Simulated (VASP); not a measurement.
# KMgF3 (Pm-3m) in VASP: notebook

The runs below take KMgF3 through single point, relaxation of cell and atoms, with PBEsol.

All numbers are computed with VASP 6.6.1; they aren't measurements. Logs are shortened: lines on timing, memory, paths and dates and some standing lists are left out, and cuts for length are marked.

## 1. The cell of the first run

It takes space group Pm-3m (No. 221, cubic). The conventional cell has a = 3.957 Å, b = 3.957 Å, c = 3.957 Å, α = 90.00°, β = 90.00°, γ = 90.00°. Within 3.7 Å of K (site symmetry m-3m) lie 12 F at 2.80 Å and 8 Mg at 3.43 Å. Mg (site symmetry m-3m) has 6 F at 1.98 Å within 2.6 Å. Within 2.6 Å of F (site symmetry 4/mmm) lie 2 Mg at 1.98 Å.

## 2. Single point, PBEsol

INCAR reads:

```
PREC = Accurate ; ENCUT = 520
EDIFF = 1E-6 ; ISMEAR = -1
SIGMA = 0.05 ; LREAL = F
LASPH = T ; NELM = 80
ALGO = Normal ; ISIF = 2
LWAVE = F ; LCHARG = T
GGA = PS ; LELF = T
LVHAR = T ; NBANDS = 24
```

KPOINTS reads:

```
Automatic mesh
0
Gamma
  7 7 7
```

POSCAR reads:

```
KMgF3
1.0
    3.9569991541      0.0000000000      0.0000000000
    0.0000000000      3.9569991541      0.0000000000
    0.0000000000      0.0000000000      3.9569991541
K Mg F
1 1 3
Direct
    0.5000000000      0.5000000000      0.5000000000
    0.0000000000      0.0000000000      0.0000000000
    0.0000000000      0.0000000000      0.5000000000
    0.0000000000      0.5000000000      0.0000000000
    0.5000000000      0.0000000000      0.0000000000
```

Potentials or basis: VASP PAW PBE potentials, release 64 (K_sv, Mg, F).

On the command line:

```console
> cat potpaw_PBE.64/K_sv/POTCAR potpaw_PBE.64/Mg/POTCAR potpaw_PBE.64/F/POTCAR > POTCAR
> mpirun -np 1 vasp_std > vasp.out
```

OUTCAR:

```text
PREC = Accurate
   ENCUT = 520
   EDIFF = 1E-6
   ISMEAR = -1
   LREAL = F
   LASPH = T
   NELM = 80
   ISIF = 2
   GGA = PS

 ion  position               nearest neighbor table
   1  0.500  0.500  0.500-   3 2.80   4 2.80   5 2.80   4 2.80   5 2.80   3 2.80   5 2.80   5 2.80
                             3 2.80   4 2.80   4 2.80   3 2.80   2 3.43   2 3.43   2 3.43   2 3.43
   2  0.000  0.000  0.000-   3 1.98   4 1.98   5 1.98   3 1.98   4 1.98   5 1.98   1 3.43   1 3.43
                             1 3.43   1 3.43   1 3.43   1 3.43   1 3.43   1 3.43
   3  0.000  0.000  0.500-   2 1.98   2 1.98   1 2.80   1 2.80   1 2.80   1 2.80
   4  0.000  0.500  0.000-   2 1.98   2 1.98   1 2.80   1 2.80   1 2.80   1 2.80
   5  0.500  0.000  0.000-   2 1.98   2 1.98   1 2.80   1 2.80   1 2.80   1 2.80

  LATTYP: Found a simple cubic cell.
 ALAT       =     3.9569991541

  Lattice vectors:

 A1 = (   3.9569991541,   0.0000000000,   0.0000000000)
 A2 = (   0.0000000000,   3.9569991541,   0.0000000000)
 A3 = (   0.0000000000,   0.0000000000,   3.9569991541)

Analysis of symmetry for initial positions (statically):
=====================================================================
 Subroutine PRICEL returns:
 Original cell was already a primitive cell.

 Routine SETGRP: Setting up the symmetry group for a
 simple cubic supercell.

 Subroutine GETGRP returns: Found 48 space group operations
 (whereof 48 operations were pure point group operations)
 out of a pool of 48 trial point group operations.

The static configuration has the point symmetry O_h .

Analysis of symmetry for dynamics (positions and initial velocities):
=====================================================================
 Subroutine PRICEL returns:
 Original cell was already a primitive cell.

 Routine SETGRP: Setting up the symmetry group for a
 simple cubic supercell.

 Subroutine GETGRP returns: Found 48 space group operations
 (whereof 48 operations were pure point group operations)
 out of a pool of 48 trial point group operations.

The dynamic configuration has the point symmetry O_h .

 Subroutine INISYM returns: Found 48 space group operations
 (whereof 48 operations are pure point group operations),
 and found     1 'primitive' translations

----------------------------------------------------------------------------------------

                                     Primitive cell

  volume of cell :      61.9581

  direct lattice vectors                    reciprocal lattice vectors
     3.956999154  0.000000000  0.000000000     0.252716759  0.000000000  0.000000000
     0.000000000  3.956999154  0.000000000     0.000000000  0.252716759  0.000000000
     0.000000000  0.000000000  3.956999154     0.000000000  0.000000000  0.252716759

  length of vectors
     3.956999154  3.956999154  3.956999154     0.252716759  0.252716759  0.252716759

  position of ions in fractional coordinates (direct lattice)
     0.500000000  0.500000000  0.500000000
     0.000000000  0.000000000  0.000000000
     0.000000000  0.000000000  0.500000000
     0.000000000  0.500000000  0.000000000
     0.500000000  0.000000000  0.000000000

  ion indices of the primitive-cell ions
   primitive index   ion index
                 1           1
                 2           2
                 3           3
                 4           4
                 5           5

----------------------------------------------------------------------------------------

 KPOINTS: Automatic mesh

Automatic generation of k-mesh.
 Grid dimensions read from file:
 generate k-points for:    7    7    7

 Generating k-lattice:

  Cartesian coordinates                     Fractional coordinates (reciprocal lattice)
     0.036102394  0.000000000  0.000000000     0.142857143  0.000000000  0.000000000
     0.000000000  0.036102394  0.000000000     0.000000000  0.142857143  0.000000000
     0.000000000  0.000000000  0.036102394     0.000000000  0.000000000  0.142857143

  Length of vectors
     0.036102394  0.036102394  0.036102394

  Shift w.r.t. Gamma in fractional coordinates (k-lattice)
     0.000000000  0.000000000  0.000000000

 Subroutine IBZKPT returns following result:
 ===========================================

 Found     20 irreducible k-points:

 Following reciprocal coordinates:
            Coordinates               Weight
  0.000000  0.000000  0.000000      1.000000
  0.142857  0.000000  0.000000      6.000000
  0.285714  0.000000  0.000000      6.000000
  0.428571  0.000000  0.000000      6.000000
  0.142857  0.142857  0.000000     12.000000
  0.285714  0.142857  0.000000     24.000000
[... 12 lines left out ...]
  0.428571  0.428571  0.285714     24.000000
  0.428571  0.428571  0.428571      8.000000
   k-points           NKPTS =     20   k-points in BZ     NKDIM =     20   number of bands    NBANDS=     24
   number of dos      NEDOS =    301   number of ions     NIONS =      5
   total plane-waves  NPLWV =  27000
   dimension x,y,z NGX =    30 NGY =   30 NGZ =   30
   dimension x,y,z NGXF=    60 NGYF=   60 NGZF=   60
   ions per type =               1   1   3
   NGX,Y,Z   is equivalent  to a cutoff of  12.60, 12.60, 12.60 a.u.
   NGXF,Y,Z  is equivalent  to a cutoff of  25.21, 25.21, 25.21 a.u.
 SYSTEM =  unknown system
   PREC   = accura    normal or accurate (medium, high low for compatibility)
   ISTART =      0    job   : 0-new  1-cont  2-samecut
   ICHARG =      2    charge: 1-file 2-atom 10-const
   ISPIN  =      1    spin polarized calculation?
   LNONCOLLINEAR =      F non collinear calculations
   LSORBIT =      F    spin-orbit coupling
   LASPH  =      T    aspherical Exc in radial PAW
   ENCUT  =  520.0 eV  38.22 Ry    6.18 a.u.   7.36  7.36  7.36*2*pi/ulx,y,z
   NELM   =     80;   NELMIN=  2; NELMDL= -5     # of ELM steps
   EDIFF  = 0.1E-05   stopping-criterion for ELM
   LREAL  =      F    real-space projection
   EDIFFG = 0.1E-04   stopping-criterion for IOM
   NSW    =      0    number of steps for IOM
   IBRION =     -1    ionic relax: 0-MD 1-quasi-New 2-CG
   NFREE  =      0    steps in history (QN), initial steepest desc. (CG)
   ISIF   =      2    stress and relaxation
   ISYM   =      2    0-nonsym 1-usesym 2-fastsym
   POTIM  = 0.5000    time-step for ionic-motion
   TEBEG  =    0.0;   TEEND  =   0.0 temperature during run
   PSTRESS=    0.0 pullay stress
   NELECT =      32.0000    total number of electrons
   NUPDOWN=      -1.0000    fix difference up-down
   EMIN   =  10.00;   EMAX   =-10.00  energy-range for DOS
   EFERMI =   0.00;   METHOD = LEGACY
   ISMEAR =    -1;   SIGMA  =   0.05  broadening in eV -4-tet -1-fermi 0-gaus
   EFERMI_NEDOS =   21; number of points for ismear=-14 and -15
   IALGO  =     38    algorithm
   IMIX   =      4    mixing-type and parameters
     AMIX     =   0.40;   BMIX     =  1.00
     AMIX_MAG =   1.60;   BMIX_MAG =  1.00
  volume/ion in A,a.u.               =      12.39        83.62
  Fermi-wavevector in a.u.,A,eV,Ry     =   1.313486  2.482129 23.473399  1.725246
  Thomas-Fermi vector in A             =   2.443806
   LORBIT       =      0    0 simple, 1 ext, 2 COOP (PROOUT), +10 PAW based schemes
   GGA     = PS    functional components
   LHFCALC =     F    Hartree Fock is set to
   AEXX    =    0.0000 exact exchange contribution
   IVDW    =     0    specifies the selected vdW correction
   LEPSILON=     F    determine dielectric tensor
   LRPA    =     F    only Hartree local field effects (RPA)
 non-spin polarized calculation
  energy-cutoff  :      520.00
  volume of cell :       61.96
 maximum number of plane-waves:      1743
 NGX is ok and might be reduce to    30
   NGX = 15   NGY = 15   NGZ = 15

 number of electron      31.9999962 magnetization

 Free energy of the ion-electron system (eV)
  ---------------------------------------------------
  ext. energy  EPLUGINS =         0.00000000
  ---------------------------------------------------
  free energy    TOTEN  =       -25.25356207 eV

  energy without entropy =      -25.25356207  energy(sigma->0) =      -25.25356207

 E-fermi :  -0.5278     XC(G=0): -10.0586

 val. band max:       -1.6300176441   @ k =   0.4286   0.4286   0.4286
 cond. band min:       5.6895183455   @ k =   0.0000   0.0000   0.0000
 fundamental gap:      7.3195359895
 Fermi energy:        -0.5277669533

 k-point     1 :       0.0000    0.0000    0.0000
  band No.  band energies     occupation
      1     -27.0302      2.00000
      2     -21.6663      2.00000
      3     -20.9672      2.00000
      4     -20.9672      2.00000
      5     -10.5988      2.00000
      6     -10.5988      2.00000
[... 16 lines left out ...]
     23      12.5256      0.00000
     24      15.3944      0.00000

 k-point     2 :       0.1429    0.0000    0.0000
  band No.  band energies     occupation
      1     -27.0238      2.00000
      2     -21.6429      2.00000
      3     -20.9963      2.00000
      4     -20.9644      2.00000
      5     -10.5941      2.00000
      6     -10.5866      2.00000
[... 16 lines left out ...]
     23      12.5271      0.00000
     24      15.3442      0.00000

 k-point     3 :       0.2857    0.0000    0.0000
  band No.  band energies     occupation
      1     -27.0094      2.00000
      2     -21.5828      2.00000
      3     -21.0721      2.00000
      4     -20.9605      2.00000
      5     -10.5837      2.00000
      6     -10.5591      2.00000
[... 16 lines left out ...]
     23      12.4464      0.00000
     24      15.0736      0.00000
[... 406 lines left out ...]
 k-point    19 :       0.4286    0.4286    0.2857
  band No.  band energies     occupation
      1     -26.9643      2.00000
      2     -21.2413      2.00000
      3     -21.1610      2.00000
      4     -21.1322      2.00000
      5     -10.7492      2.00000
      6     -10.7443      2.00000
[... 16 lines left out ...]
     23      13.3623      0.00000
     24      13.4686      0.00000

 k-point    20 :       0.4286    0.4286    0.4286
  band No.  band energies     occupation
      1     -26.9586      2.00000
      2     -21.1947      2.00000
      3     -21.1532      2.00000
      4     -21.1532      2.00000
      5     -10.7905      2.00000
      6     -10.7905      2.00000
[... 16 lines left out ...]
     23      13.7048      0.00000
     24      13.8454      0.00000

------------------------ aborting loop because EDIFF is reached ----------------------------------------

  FORCE on cell =-STRESS in cart. coord.  units (eV):
  Direction    XX          YY          ZZ          XY          YZ          ZX
  --------------------------------------------------------------------------------------
  -------------------------------------------------------------------------------------
  Total        0.6244492      0.6244492      0.6244492     -0.0000000     -0.0000000     -0.0000000
  in kB       16.1476674     16.1476674     16.1476674     -0.0000000     -0.0000000     -0.0000000
  external PRESSURE =      16.1476674 kB  Pullay stress =       0.0000000 kB

 VOLUME and BASIS-vectors are now :
 -----------------------------------------------------------------------------
  energy-cutoff  :      520.00
  volume of cell :       61.96
      direct lattice vectors                 reciprocal lattice vectors
     3.956999154  0.000000000  0.000000000     0.252716759  0.000000000  0.000000000
     0.000000000  3.956999154  0.000000000     0.000000000  0.252716759  0.000000000
     0.000000000  0.000000000  3.956999154     0.000000000  0.000000000  0.252716759

 POSITION                                       TOTAL-FORCE (eV/Angst)
 -----------------------------------------------------------------------------------
      1.97850      1.97850      1.97850         0.000000      0.000000      0.000000
      0.00000      0.00000      0.00000         0.000000      0.000000      0.000000
      0.00000      0.00000      1.97850         0.000000      0.000000      0.000000
      0.00000      1.97850      0.00000         0.000000      0.000000      0.000000
      1.97850      0.00000      0.00000         0.000000      0.000000      0.000000
 -----------------------------------------------------------------------------------
    total drift:                                0.000000     -0.000000      0.000000

  FREE ENERGIE OF THE ION-ELECTRON SYSTEM (eV)
  ---------------------------------------------------
  free  energy   TOTEN  =       -25.2535620738 eV

  energy  without entropy=      -25.2535620737  energy(sigma->0) =      -25.25356207
```

Wall time 52 s (1 thread of Intel Xeon 8259CL, shared host); peak memory 0.18 GiB.

What came out:

```yaml
Free_energy: -25.2536 eV
Pressure: 1.6 GPa
Band_gap_on_the_k_mesh: 7.32 eV (least direct gap 7.61 eV)
```

Caveat: the PAW data sets were made with another functional, which shifts forces and pressure a little; an odd mesh through Γ misses points on the zone boundary, where band edges can lie.

## 3. Single point, PBEsol

This run uses another cell than the first one, of 12.71 Å³/atom.

INCAR reads:

```
SYSTEM = KMgF3
PREC     = Accurate       ! precision mode
ENCUT    = 520            ! plane-wave cutoff, eV
EDIFF    = 1E-6           ! SCF threshold, eV
ISMEAR   = -1             ! smearing method
SIGMA    = 0.05           ! smearing width, eV
LREAL    = .FALSE.        ! projectors in reciprocal space
LASPH    = .TRUE.         ! aspherical terms in the spheres
NELM     = 100            ! most SCF steps
ALGO     = Normal         ! electronic algorithm
ISIF     = 2              ! what is computed and relaxed
LWAVE    = .FALSE.        ! write WAVECAR
LCHARG   = .TRUE.         ! write CHGCAR
GGA      = PS             ! functional
LELF     = .TRUE.         ! ELF
LVHAR    = .TRUE.       
NBANDS   = 24             ! bands
```

KPOINTS reads:

```
regular mesh
0
G
  7 7 7
  0 0 0
```

Edit POSCAR of step 2 so:

```diff
@@ -2,5 +2,5 @@
 1.0
-    3.9569991541      0.0000000000      0.0000000000
-    0.0000000000      3.9569991541      0.0000000000
-    0.0000000000      0.0000000000      3.9569991541
+    3.9908634755      0.0000000000      0.0000000000
+    0.0000000000      3.9908634755      0.0000000000
+    0.0000000000      0.0000000000      3.9908634755
 K Mg F
```

Potentials or basis: VASP PAW PBE potentials, release 64 (K_sv, Mg, F).

On the command line:

```console
> cat potpaw_PBE.64/K_sv/POTCAR potpaw_PBE.64/Mg/POTCAR potpaw_PBE.64/F/POTCAR > POTCAR
> mpirun -np 1 vasp_std > vasp.out
```

It took 47 s on 1 thread of Intel Xeon 8259CL, shared host; peak memory 0.18 GiB.

The run converged. Its results:

```
Free energy            : -25.2631 eV
Pressure               : -0.4 GPa
Band gap on the k mesh : 7.13 eV (least direct gap 7.42 eV)
```

Levels at points of the mesh, in eV from the valence-band top:
```
           k point  band 14  band 15  band 16  band 17  band 18  band 19
(0.00, 0.00, 0.00)    -0.29    -0.29    -0.29     7.13     9.97     9.97
```

Caveat: the PAW data sets were made with another functional, which shifts forces and pressure a little; an odd mesh through Γ misses points on the zone boundary, where band edges can lie.

## 4. Relaxation of cell and atoms, PBEsol

This run uses another cell than the first one, of 12.67 Å³/atom.

INCAR reads:

```
  PREC = Accurate
  ENCUT = 600
  EDIFF = 1E-6
  ISMEAR = -1
  SIGMA = 0.05
  LREAL = False
  LASPH = True
  NELM = 60
  ALGO = Normal
  ISIF = 3
  LWAVE = False
  LCHARG = False
  GGA = PS
  IBRION = 2
  NSW = 60
  EDIFFG = -0.01
```

KPOINTS reads:

```
regular mesh
0
Gamma
  7 7 7
```

Edit POSCAR of step 3 so:

```diff
@@ -2,5 +2,5 @@
 1.0
-    3.9908634755      0.0000000000      0.0000000000
-    0.0000000000      3.9908634755      0.0000000000
-    0.0000000000      0.0000000000      3.9908634755
+    3.9859000000      0.0000000000      0.0000000000
+    0.0000000000      3.9859000000      0.0000000000
+    0.0000000000      0.0000000000      3.9859000000
 K Mg F
```

On the command line:

```console
> cat potpaw_PBE.64/K_sv/POTCAR potpaw_PBE.64/Mg/POTCAR potpaw_PBE.64/F/POTCAR > POTCAR
> mpirun -np 1 vasp_std > vasp.out
```

Wall time 59 s (1 thread of Intel Xeon 8259CL, shared host); peak memory 0.2 GiB.

It converged, with:

| Item | Value |
| --- | --- |
| Free energy | -25.2703 eV |
| Relaxed volume | 12.64 Å³/atom |
| Relaxed cell | a = 3.983 Å, b = 3.983 Å, c = 3.983 Å, α = 90.00°, β = 90.00°, γ = 90.00° |
| Space group after relaxing (to 0.1 Å) | Pm-3m (No. 221) |
| Energy gained by relaxing | 0.0 meV/atom |
| Ionic steps | 2 |
| Pressure after relaxing | 0.0 GPa |
| Band gap on the k mesh | 7.17 eV (least direct gap 7.46 eV) |

Final structure:
```
K Mg F
1.0
     3.98339    0.00000    0.00000
     0.00000    3.98339    0.00000
     0.00000    0.00000    3.98339
K Mg F
1 1 3
Direct
  0.50000 0.50000 0.50000
  0.00000 0.00000 0.00000
  0.00000 0.00000 0.50000
  0.00000 0.50000 0.00000
  0.50000 0.00000 0.00000
```

Levels at points of the mesh, in eV from the valence-band top:
```tsv
k point	band 14	band 15	band 16	band 17	band 18	band 19
(0.00, 0.00, 0.00)	-0.29	-0.29	-0.29	7.17	9.98	9.98
```

Caveat: the PAW data sets were made with another functional, which shifts forces and pressure a little; an odd mesh through Γ misses points on the zone boundary, where band edges can lie.

## 5. The runs side by side

```tsv
task	cell	cutoff (eV)	gap on the mesh (eV)	pressure (GPa)
single point	a = 3.957 Å, 5 atoms	520	7.32	1.6
single point	a = 3.991 Å, 5 atoms	520	7.13	-0.4
relaxation of cell and atoms	relaxed from a = 3.986 Å, 5 atoms	600	7.17	0.0
```

Alike in all rows: level PBEsol; potentials or basis VASP PAW PBE potentials, release 64 (K_sv, Mg, F); no spin polarisation; k mesh 7 × 7 × 7; smearing fermi-dirac 0.05 eV.

Caveats: the PAW data sets were made with another functional, which shifts forces and pressure a little; an odd mesh through Γ misses points on the zone boundary, where band edges can lie.

Total energies depend on the potentials used, so only differences within one code and one set of settings carry meaning.
